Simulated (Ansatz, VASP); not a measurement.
**One calculation of Na3ScTlP3, two programs**

```xyz
8
Lattice="5.3464 0.0000 0.0000 0.0000 5.3464 0.0000 0.0000 0.0000 8.3511" Properties=species:S:1:pos:R:3 pbc="T T T"
Na    0.0000    2.6732    7.8301
Na    2.6732    0.0000    7.8301
Na    0.0000    0.0000    2.5473
Sc    0.0000    0.0000    5.6683
Tl    2.6732    2.6732    4.6222
P     0.0000    2.6732    4.7554
P     2.6732    0.0000    4.7554
P     0.0000    0.0000   -0.2002
```

Alike in both runs: functional PBE; k mesh 6 × 6 × 4; occupations gaussian, width 0.1 eV; no spin polarisation.

Ansatz relaxed the structure, and its values are those at the end. VASP's run is a single point on that final structure, the one shown.

|  | VASP | Ansatz |
| --- | --- | --- |
| version | VASP 6.6.1 | Ansatz 0.2.0 |
| potentials or method | VASP PAW PBE potentials, release 64 (Na_pv, Sc_sv, Tl_d, P), cutoff 520 eV | scalar-relativistic, plane waves, PAW |
| valence electrons in the cell | 60 | 66 |

Ansatz gave:

```
gap on the k mesh at the Fermi level (eV) : none
pressure (GPa)                            : 0.0
rms of the force components (eV/Å)        : 0.002
```

Task: Which values does VASP return?

Result: gap on the k mesh at the Fermi level (eV): none; pressure (GPa): 0.0; rms of the force components (eV/Å): 0.005.

A gap of «none» marks a metal or a gap that the smearing closes. VASP's potentials hold 60 valence electrons a cell and Ansatz's 66, so a difference there can come from the potentials and not from the codes.

Neither program's run includes spin-orbit coupling.
